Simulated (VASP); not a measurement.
Runs of VASP 6.6.1 on BaF2 (Frankdicksonite). The structure is that of space group Fm-3m (No. 225), or close to it. The cells are those of the table. 

| task | level | cell | gap on the mesh (eV) | pressure (GPa) | relaxed volume (Å³/atom) |
| --- | --- | --- | --- | --- | --- |
| single point | PBE+D4 | a = 4.392 Å, angles 60.0°, 3 atoms | (c) | (b) | - |
| relaxation of cell and atoms | PBE+D4 | relaxed from a = 4.384 Å, angles 60.0°, 3 atoms | (a) | -0.1 | 20.33 |
| relaxation of cell and atoms | PBE | relaxed from a = 4.384 Å, angles 60.0°, 3 atoms | 6.59 | 0.0 | 20.65 |
| single point | PBE | a = 4.417 Å, angles 60.0°, 3 atoms | 6.67 | 0.9 | - |

Alike in all rows: potentials or basis VASP PAW PBE potentials, release 64 (Ba_sv, F); no spin polarisation; k mesh 5 × 5 × 5; cutoff (eV) 600; smearing gaussian 0.01 eV.

Fill in the values left out.

(a) 6.66; (b) 1.0; (c) 6.74.

Caveats: spin-orbit coupling is left out, which moves the levels of the heavy elements.

A k mesh can miss the band edges, and the runs leave out spin-orbit coupling on Ba.
